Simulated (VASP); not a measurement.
Here is a VASP 6.6.1 calculation.

The input INCAR:

```
SYSTEM = BAs
PREC = Accurate ; ENCUT = 520
EDIFF = 1E-7 ; ISMEAR = -1
SIGMA = 0.05 ; LREAL = .False.
LASPH = .True. ; NELM = 100
ALGO = Normal ; ISIF = 2
LWAVE = .False. ; LCHARG = .False.
GGA = B5 ; ALDAX = 1.0
AGGAX = 1.0 ; AGGAC = 1.0
ALDAC = 0.0 ; NBANDS = 11
```

Contents of KPOINTS:

```
regular mesh
0
Gamma
  8 8 8
  0 0 0
```

Contents of POSCAR:

```
BAs
1.0
    3.2358670400      0.0000000000      0.0000000000
    0.0000000000      3.2358670400      0.0000000000
    0.0000000000      0.0000000000      3.2358670400
B As
1 1
Direct
    0.0000000000      0.0000000000      0.0000000000
    0.5000000000      0.5000000000      0.5000000000
```

Potentials or basis: VASP PAW PBE potentials, release 64 (B, As).

Run with:

```console
$ cat potpaw_PBE.64/B/POTCAR potpaw_PBE.64/As/POTCAR > POTCAR
$ mpirun -np 1 vasp_std > vasp.out
```

Question: Predict the band gap on the k mesh.

Answer: Zero (band 4 reaches 6.75 eV, above the bottom of band 5 at 2.48 eV).

Question: Estimate the pressure.

Answer: -7.9 GPa.

Caveat: the PAW data sets were made with another functional, which shifts forces and pressure a little.
